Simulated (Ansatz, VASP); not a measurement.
**One calculation of ZnAg2, two programs**

```
Zn Ag
1.0
    -1.56169    1.56169    5.13308
     1.56169   -1.56169    5.13308
     1.56169    1.56169   -5.13308
Zn Ag
1 2
Cartesian
  0.0000 0.0000 0.0000
  0.0000 0.0000 6.7474
  0.0000 0.0000 3.5188
```

Alike in both runs: functional PBE; k mesh 18 × 18 × 18; occupations gaussian, width 0.1 eV; no spin polarisation.

Ansatz relaxed the structure, and its values are those at the end. VASP's run is a single point on that final structure, the one shown.

|  | VASP | Ansatz |
| --- | --- | --- |
| version | VASP 6.6.1 | Ansatz 0.2.0 |
| potentials or method | VASP PAW PBE potentials, release 64 (Zn, Ag), cutoff 520 eV | scalar-relativistic, plane waves, PAW |
| valence electrons in the cell | 34 | 50 |

|  | VASP | Ansatz | Ansatz less VASP |
| --- | --- | --- | --- |
| gap on the k mesh at the Fermi level (eV) | none | none | - |
| pressure (GPa) | 0.0 | 0.0 | -0.01 |
| rms of the force components (eV/Å) | 0.009 | 0.000 | -0.0086 |

A gap of «none» marks a metal or a gap that the smearing closes. The functional is the same, so the differences come from potentials, cutoffs and numerics. VASP's potentials hold 34 valence electrons a cell and Ansatz's 50, so a difference there can come from the potentials and not from the codes.
